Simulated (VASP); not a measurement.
Here is a VASP 6.6.1 calculation.

INCAR

```
SYSTEM = LuHg
  PREC = Accurate
  ENCUT = 520
  EDIFF = 1E-6
  ISMEAR = -1
  SIGMA = 0.05
  LREAL = .False.
  LASPH = .True.
  NELM = 60
  ALGO = Normal
  ISIF = 2
  LWAVE = .False.
  LCHARG = .False.
  GGA = CA
  NBANDS = 26
```

The input KPOINTS:

```
Automatic mesh
0
Gamma
  10 10 10
  0 0 0
```

The input POSCAR:

```
LuHg
1.0
    3.6070000000     -0.0360700000     -0.0360700000
   -0.0360700000      3.6070000000     -0.0360700000
   -0.0360700000     -0.0360700000      3.6070000000
Lu Hg
1 1
Direct
    0.5000000000      0.5000000000      0.5000000000
    0.0000000000      0.0000000000      0.0000000000
```

Potentials or basis: VASP PAW PBE potentials, release 64 (Lu, Hg).

Command:

```console
$ cat potpaw_PBE.64/Lu/POTCAR potpaw_PBE.64/Hg/POTCAR > POTCAR
$ mpirun -np 1 vasp_std > vasp.out
```

Task: Estimate the pressure.

Result: -3.6 GPa.

Stress tensor (GPa, compression positive):
```
-3.56  0.96  0.96
 0.96 -3.56  0.96
 0.96  0.96 -3.56
```

Caveat: the cell differs from its parent crystal (equal xy, yz and zx shear strains of -2 %); the PAW data sets were made with another functional, which shifts forces and pressure a little.
